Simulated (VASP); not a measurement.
A run of VASP 6.6.1:

The input INCAR:

```
PREC = Accurate
ENCUT = 520
EDIFF = 1E-7
ISMEAR = -1
SIGMA = 0.08
LREAL = F
LASPH = T
NELM = 100
ALGO = Normal
ISIF = 2
LWAVE = F
LCHARG = F
GGA = PE
NBANDS = 12
```

KPOINTS

```
Automatic mesh
0
Gamma
  13 13 13
```

The input POSCAR:

```
Nb
1.0
   -0.0423000000      2.0938500000      2.0938500000
    2.0938500000     -0.0423000000      2.0938500000
    2.0938500000      2.0938500000     -0.0423000000
Nb
1
Direct
    0.0000000000      0.0000000000      0.0000000000
```

Potentials or basis: VASP PAW PBE potentials, release 64 (Nb_sv).

Launch:

```sh
$ cat potpaw_PBE.64/Nb_sv/POTCAR > POTCAR
$ mpirun -np 1 vasp_std > vasp.out
```

Hardware: 1 thread of Intel Xeon 8259CL, with other jobs on the host.

Q: How long does it take, and how much memory?

A: Wall time 70 s on 1 thread of Intel Xeon 8259CL, on a shared host, peak memory 0.18 GiB. Counts: scf iterations 14, k points 231.
